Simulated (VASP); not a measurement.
# TaMnB4 (P6/mmm) in VASP: a series of runs, part 2 of 3

VASP 6.6.1.

### 3 Single point, PBE, collinear spin, ferromagnetic start (7.94 Å³/atom)

This run uses another cell than the first one, of 7.94 Å³/atom.

Contents of INCAR:

```
PREC     = Accurate       # precision mode
ENCUT    = 520            # plane-wave cutoff, eV
EDIFF    = 1E-7           # SCF threshold, eV
ISMEAR   = 0              # smearing method
SIGMA    = 0.1            # smearing width, eV
LREAL    = False          # projectors in reciprocal space
LASPH    = True           # aspherical terms in the spheres
NELM     = 150            # most SCF steps
ALGO     = Fast           # electronic algorithm
ISIF     = 2              # what is computed and relaxed
LWAVE    = False          # write WAVECAR
LCHARG   = False          # write CHGCAR
ISPIN    = 2              # spin polarisation
MAGMOM   = 0 2.35 0 0 0 0 # initial moments
LORBIT   = 11             # projections on sites
LMAXMIX  = 4              # l up to which the mixer works
GGA      = PE             # functional
NBANDS   = 31             # bands
```

Contents of KPOINTS:

```
regular mesh
0
Gamma
  12 12 6
```

Contents of POSCAR:

```
TaMnB4
1.0
    3.0085111797      0.0000000000      0.0000000000
   -1.5042555899      2.6054471092      0.0000000000
    0.0000000000      0.0000000000      6.0760293890
Ta Mn B
1 1 4
Direct
    0.0000000000      0.0000000000      0.5000000000
    0.0000000000      0.0000000000      0.0000000000
    0.3333333333      0.6666666667      0.7686346487
    0.3333333333      0.6666666667      0.2313653513
    0.6666666667      0.3333333333      0.7686346487
    0.6666666667      0.3333333333      0.2313653513
```

Potentials or basis: VASP PAW PBE potentials, release 64 (Ta_pv, Mn_pv, B).

Command:

```sh
$ cat potpaw_PBE.64/Ta_pv/POTCAR potpaw_PBE.64/Mn_pv/POTCAR potpaw_PBE.64/B/POTCAR > POTCAR
$ mpirun -np 1 vasp_std > vasp.out
```

Run time: 8.3 min. Hardware: 1 thread of Oxide Virtual Turin-like, shared host; peak memory 0.29 GiB.

The run converged. Its results:

| Quantity | Value |
| --- | --- |
| Free energy | -50.4280 eV |
| Pressure | 18.6 GPa |
| Largest force | 0.017 eV/Å |
| Band gap on the k mesh | zero (filled and empty bands overlap) |
| Net moment | 1.98 μB per cell |
| Site moments | Ta -0.03; Mn +2.00; B +0.00 μB |
| Valence electrons inside the program's atomic spheres | Ta 9.18; Mn 12.03; B 2.06 |

Forces in eV/Å, atoms in the order of the input:
```
Ta   0.000  0.000  0.000
Mn   0.000  0.000  0.000
B    0.000  0.000  0.017
B    0.000  0.000 -0.017
B    0.000  0.000  0.017
B    0.000  0.000 -0.017
```

Levels at points of the mesh, in eV from the Fermi level:
Spin up:
```tsv
k point	band 16	band 17	band 18	band 19	band 20	band 21	band 22	band 23
(0.00, 0.00, 0.00)	-1.95	-1.95	-1.77	-1.77	-0.24	0.62	0.62	2.86
(0.50, 0.00, 0.00)	-4.55	-1.35	-1.05	-0.99	2.31	2.39	2.60	4.14
(0.00, 0.00, 0.50)	-2.64	-2.16	-0.43	-0.42	-0.42	0.29	0.29	2.01
(0.50, 0.00, 0.50)	-3.99	-1.44	-1.35	0.19	1.27	1.78	2.56	3.11
```
Spin down:
```csv
k point,band 15,band 16,band 17,band 18,band 19,band 20
"(0.00, 0.00, 0.00)",-2.05,-1.74,-1.74,-0.96,-0.96,1.08
"(0.50, 0.00, 0.00)",-4.41,-3.95,0.08,0.73,1.23,2.43
"(0.00, 0.00, 0.50)",-1.41,-1.41,-0.50,-0.42,-0.42,-0.30
"(0.50, 0.00, 0.50)",-3.66,-3.58,0.43,0.73,1.37,1.68
```

Caveat: the cell stands under pressure; spin-orbit coupling is left out, which moves the levels of the heavy elements; a cell with one magnetic atom can't hold antiferromagnetic order, which such compounds often take.

### 4 Single point, PBE, collinear spin, ferromagnetic start (8.19 Å³/atom)

This run uses another cell than the first one, of 8.19 Å³/atom.

Contents of INCAR:

```
PREC     = Accurate       # precision mode
ENCUT    = 520            # plane-wave cutoff, eV
EDIFF    = 1E-6           # SCF threshold, eV
ISMEAR   = 0              # smearing method
SIGMA    = 0.1            # smearing width, eV
LREAL    = F              # projectors in reciprocal space
LASPH    = T              # aspherical terms in the spheres
NELM     = 150            # most SCF steps
ALGO     = Normal         # electronic algorithm
ISIF     = 2              # what is computed and relaxed
LWAVE    = F              # write WAVECAR
LCHARG   = F              # write CHGCAR
ISPIN    = 2              # spin polarisation
MAGMOM   = 0 2.35 0 0 0 0 # initial moments
LORBIT   = 11             # projections on sites
LMAXMIX  = 4              # l up to which the mixer works
GGA      = PE             # functional
NBANDS   = 31             # bands
```

KPOINTS is that of step 3.

Contents of POSCAR:

```
TaMnB4
1.0
    3.0324190664      0.0000000000      0.0000000000
   -1.5162095332      2.6261519464      0.0000000000
    0.0000000000      0.0000000000      6.1714692387
Ta Mn B
1 1 4
Direct
    0.0000000000      0.0000000000      0.5000000000
    0.0000000000      0.0000000000      0.0000000000
    0.3333333333      0.6666666667      0.7673569852
    0.3333333333      0.6666666667      0.2326430148
    0.6666666667      0.3333333333      0.7673569852
    0.6666666667      0.3333333333      0.2326430148
```

Potentials or basis: VASP PAW PBE potentials, release 64 (Ta_pv, Mn_pv, B).

Command:

```sh
$ cat potpaw_PBE.64/Ta_pv/POTCAR potpaw_PBE.64/Mn_pv/POTCAR potpaw_PBE.64/B/POTCAR > POTCAR
$ mpirun -np 1 vasp_std > vasp.out
```

OUTCAR:

```text
PREC = Accurate
   ENCUT = 520
   EDIFF = 1E-6
   ISMEAR = 0
   LREAL = F
   LASPH = T
   NELM = 150
   ISIF = 2
   ISPIN = 2
   LORBIT = 11
   GGA = PE

 ion  position               nearest neighbor table
   1  0.000  0.000  0.500-   3 2.41   4 2.41   5 2.41   6 2.41   3 2.41   4 2.41   5 2.41   6 2.41
                             5 2.41   6 2.41   3 2.41   4 2.41   2 3.09   2 3.09
   2  0.000  0.000  0.000-   3 2.26   4 2.26   5 2.26   6 2.26   3 2.26   4 2.26   5 2.26   6 2.26
                             5 2.26   6 2.26   3 2.26   4 2.26   1 3.09   1 3.09
   3  0.333  0.667  0.767-   5 1.75   5 1.75   5 1.75   2 2.26   2 2.26   2 2.26   1 2.41   1 2.41
                             1 2.41
   4  0.333  0.667  0.233-   6 1.75   6 1.75   6 1.75   2 2.26   2 2.26   2 2.26   1 2.41   1 2.41
                             1 2.41
   5  0.667  0.333  0.767-   3 1.75   3 1.75   3 1.75   2 2.26   2 2.26   2 2.26   1 2.41   1 2.41
                             1 2.41
   6  0.667  0.333  0.233-   4 1.75   4 1.75   4 1.75   2 2.26   2 2.26   2 2.26   1 2.41   1 2.41
                             1 2.41

  LATTYP: Found a hexagonal cell.
 ALAT       =     3.0324190664
 C/A-ratio  =     2.0351637104

  Lattice vectors:
[... 1809 lines left out ...]
  Total        2.6590781      2.6590781      2.7000123      0.0000000      0.0000000     -0.0000000
  in kB       86.6850157     86.6850157     88.0194591      0.0000000      0.0000000     -0.0000000
  external PRESSURE =      87.1298301 kB  Pullay stress =       0.0000000 kB

 VOLUME and BASIS-vectors are now :
 -----------------------------------------------------------------------------
  energy-cutoff  :      520.00
  volume of cell :       49.15
      direct lattice vectors                 reciprocal lattice vectors
     3.032419066  0.000000000  0.000000000     0.329769724  0.190392639  0.000000000
    -1.516209533  2.626151946  0.000000000     0.000000000  0.380785278  0.000000000
     0.000000000  0.000000000  6.171469239     0.000000000  0.000000000  0.162035969

 POSITION                                       TOTAL-FORCE (eV/Angst)
 -----------------------------------------------------------------------------------
      0.00000      0.00000      3.08573         0.000000     -0.000000      0.000000
      0.00000      0.00000      0.00000         0.000000     -0.000000      0.000000
     -0.00000      1.75077      4.73572         0.000000     -0.000000      0.017595
     -0.00000      1.75077      1.43575         0.000000      0.000000     -0.017595
      1.51621      0.87538      4.73572        -0.000000     -0.000000      0.017595
      1.51621      0.87538      1.43575        -0.000000      0.000000     -0.017595
 -----------------------------------------------------------------------------------
    total drift:                               -0.000000      0.000000      0.000000

  FREE ENERGIE OF THE ION-ELECTRON SYSTEM (eV)
  ---------------------------------------------------
  free  energy   TOTEN  =       -50.5561882611 eV

  energy  without entropy=      -50.5495584504  energy(sigma->0) =      -50.55287336

 total charge

# of ion       s       p       d       tot
------------------------------------------
    1        0.290   6.255   2.566   9.111
    2        0.276   6.352   5.324  11.952
    3        0.673   1.345   0.000   2.018
    4        0.673   1.345   0.000   2.018
    5        0.673   1.345   0.000   2.018
    6        0.673   1.345   0.000   2.018
--------------------------------------------------
tot          3.257  17.987   7.891  29.134

 magnetization (x)

# of ion       s       p       d       tot
------------------------------------------
    1       -0.001  -0.001  -0.040  -0.042
    2        0.012   0.018   2.065   2.095
    3       -0.003   0.000   0.000  -0.002
    4       -0.003   0.000   0.000  -0.002
    5       -0.003   0.000   0.000  -0.002
    6       -0.003   0.000   0.000  -0.002
--------------------------------------------------
tot          0.001   0.019   2.024   2.044
```

OSZICAR:

```text
N       E                     dE             d eps       ncg     rms          rms(c)
DAV:   1     0.308940594324E+03    0.30894E+03   -0.18189E+04  9648   0.126E+03
DAV:   2    -0.415150621351E+02   -0.35046E+03   -0.33339E+03  9809   0.383E+02
DAV:   3    -0.591903928662E+02   -0.17675E+02   -0.17142E+02 11576   0.870E+01
DAV:   4    -0.594677389456E+02   -0.27735E+00   -0.27540E+00 11186   0.100E+01
DAV:   5    -0.594710767802E+02   -0.33378E-02   -0.33360E-02 11319   0.107E+00    0.386E+01
DAV:   6    -0.815472888482E+02   -0.22076E+02   -0.22027E+02 10149   0.949E+01    0.646E+01
DAV:   7    -0.501136465548E+02    0.31434E+02   -0.48027E+01 11551   0.885E+01    0.127E+01
DAV:   8    -0.506201915198E+02   -0.50654E+00   -0.68624E+00 11492   0.161E+01    0.806E+00
DAV:   9    -0.505122599845E+02    0.10793E+00   -0.12551E+00 11310   0.707E+00    0.374E+00
DAV:  10    -0.505488881257E+02   -0.36628E-01   -0.11518E-01 12045   0.231E+00    0.999E-01
DAV:  11    -0.505550175322E+02   -0.61294E-02   -0.20379E-02 11276   0.102E+00    0.344E-01
DAV:  12    -0.505561316072E+02   -0.11141E-02   -0.23031E-03 11310   0.305E-01    0.178E-01
DAV:  13    -0.505561836813E+02   -0.52074E-04   -0.16678E-04 11697   0.803E-02    0.116E-01
DAV:  14    -0.505561882906E+02   -0.46093E-05   -0.22690E-05 12121   0.297E-02    0.710E-02
DAV:  15    -0.505561882611E+02    0.29442E-07   -0.84561E-06 10984   0.201E-02
   1 F= -.50556188E+02 E0= -.50552873E+02  d E =-.662981E-02  mag=     2.0495
```

It took 6.3 min on 1 thread of Oxide Virtual Turin-like, shared host; peak memory 0.28 GiB.

Results:

| Quantity | Value |
| --- | --- |
| Free energy | -50.5562 eV |
| Pressure | 8.7 GPa |
| Largest force | 0.018 eV/Å |
| Net moment | 2.05 μB per cell |
| Site moments | Ta -0.04; Mn +2.10; B -0.00 μB |
| Valence electrons inside the program's atomic spheres | Ta 9.11; Mn 11.95; B 2.02 |

Forces in eV/Å, atoms in the order of the input:
```
Ta   0.000  0.000  0.000
Mn   0.000  0.000  0.000
B    0.000  0.000  0.018
B    0.000  0.000 -0.018
B    0.000  0.000  0.018
B    0.000  0.000 -0.018
```

Stress tensor (GPa, compression positive):
```
8.67 0.00 0.00
0.00 8.67 0.00
0.00 0.00 8.80
```

Levels at points of the mesh, in eV from the Fermi level:
Spin up:
```
           k point  band 15  band 16  band 17  band 18  band 19  band 20  band 21  band 22  band 23  band 24
(0.00, 0.00, 0.00)    -2.85    -1.93    -1.93    -1.71    -1.71    -0.38     0.56     0.56     2.71     2.71
(0.50, 0.00, 0.00)    -4.61    -4.47    -1.38    -1.10    -1.06     2.12     2.30     2.35     4.00     4.51
(0.00, 0.00, 0.50)    -2.58    -2.58    -2.22    -0.50    -0.37    -0.37     0.19     0.19     1.94     1.94
(0.50, 0.00, 0.50)    -4.59    -3.98    -1.49    -1.38     0.06     1.21     1.66     2.33     3.03     4.00
```
Spin down:
```
           k point  band 15  band 16  band 17  band 18  band 19  band 20
(0.00, 0.00, 0.00)    -1.89    -1.67    -1.67    -0.89    -0.89     1.04
(0.50, 0.00, 0.00)    -4.33    -3.75     0.09     0.79     1.25     2.34
(0.00, 0.00, 0.50)    -1.27    -1.27    -0.58    -0.38    -0.38    -0.27
(0.50, 0.00, 0.50)    -3.56    -3.48     0.44     0.80     1.32     1.55
```

Caveat: the cell stands under pressure; spin-orbit coupling is left out, which moves the levels of the heavy elements; a cell with one magnetic atom can't hold antiferromagnetic order, which such compounds often take.

### 5 Single point, PBE, collinear spin, ferromagnetic start

This run uses another cell than the first one, of 8.44 Å³/atom.

Contents of INCAR:

```
PREC = Accurate
ENCUT = 520
EDIFF = 1E-7
ISMEAR = 0
SIGMA = 0.1
LREAL = False
LASPH = True
NELM = 150
ALGO = Fast
ISIF = 2
LWAVE = False
LCHARG = False
ISPIN = 2
MAGMOM = 0 2.59 0 0 0 0
LORBIT = 11
LMAXMIX = 4
GGA = PE
NBANDS = 31
```

KPOINTS is that of step 4.

Contents of POSCAR:

```
TaMnB4
1.0
    3.0519134742      0.0000000000      0.0000000000
   -1.5259567371      2.6430345988      0.0000000000
    0.0000000000      0.0000000000      6.2813188335
Ta Mn B
1 1 4
Direct
    0.0000000000      0.0000000000      0.5000000000
    0.0000000000      0.0000000000      0.0000000000
    0.3333333333      0.6666666667      0.7657949874
    0.3333333333      0.6666666667      0.2342050126
    0.6666666667      0.3333333333      0.7657949874
    0.6666666667      0.3333333333      0.2342050126
```

Command:

```sh
$ cat potpaw_PBE.64/Ta_pv/POTCAR potpaw_PBE.64/Mn_pv/POTCAR potpaw_PBE.64/B/POTCAR > POTCAR
$ mpirun -np 1 vasp_std > vasp.out
```

Run time: 2.8 min. Hardware: 1 thread of Oxide Virtual Turin-like, shared host; peak memory 0.28 GiB.

It converged, with:

| Property | Result |
| --- | --- |
| Free energy | -50.5984 eV |
| Pressure | 0.4 GPa |
| Largest force | 0.012 eV/Å |
| Net moment | 2.18 μB per cell |
| Site moments | Ta -0.04; Mn +2.24; B -0.00 μB |
| Valence electrons inside the program's atomic spheres | Ta 9.05; Mn 11.87; B 1.99 |

Forces on the atoms (eV/Å):
```
Ta   0.000  0.000  0.000
Mn   0.000  0.000  0.000
B    0.000  0.000  0.012
B    0.000  0.000 -0.012
B    0.000  0.000  0.012
B    0.000  0.000 -0.012
```

Levels at points of the mesh, in eV from the Fermi level:
Spin up:
| k point | band 16 | band 17 | band 18 | band 19 | band 20 | band 21 | band 22 | band 23 |
| --- | --- | --- | --- | --- | --- | --- | --- | --- |
| (0.00, 0.00, 0.00) | -1.93 | -1.93 | -1.62 | -1.62 | -0.56 | 0.51 | 0.51 | 2.55 |
| (0.50, 0.00, 0.00) | -4.39 | -1.41 | -1.17 | -1.14 | 1.92 | 2.08 | 2.22 | 3.90 |
| (0.00, 0.00, 0.50) | -2.53 | -2.30 | -0.60 | -0.30 | -0.30 | 0.08 | 0.08 | 1.87 |
| (0.50, 0.00, 0.50) | -3.99 | -1.55 | -1.41 | -0.10 | 1.16 | 1.54 | 2.08 | 2.95 |
Spin down:
```tsv
k point	band 14	band 15	band 16	band 17	band 18	band 19	band 20	band 21
(0.00, 0.00, 0.00)	-1.69	-1.69	-1.59	-1.59	-0.79	-0.79	1.02	1.02
(0.50, 0.00, 0.00)	-4.38	-4.27	-3.54	0.12	0.89	1.30	2.25	2.80
(0.00, 0.00, 0.50)	-3.19	-1.07	-1.07	-0.68	-0.31	-0.31	-0.24	1.37
(0.50, 0.00, 0.50)	-4.92	-3.54	-3.29	0.46	0.90	1.29	1.42	2.17
```

Caveat: spin-orbit coupling is left out, which moves the levels of the heavy elements; a cell with one magnetic atom can't hold antiferromagnetic order, which such compounds often take.

(Part 2 of 3 ends here.)
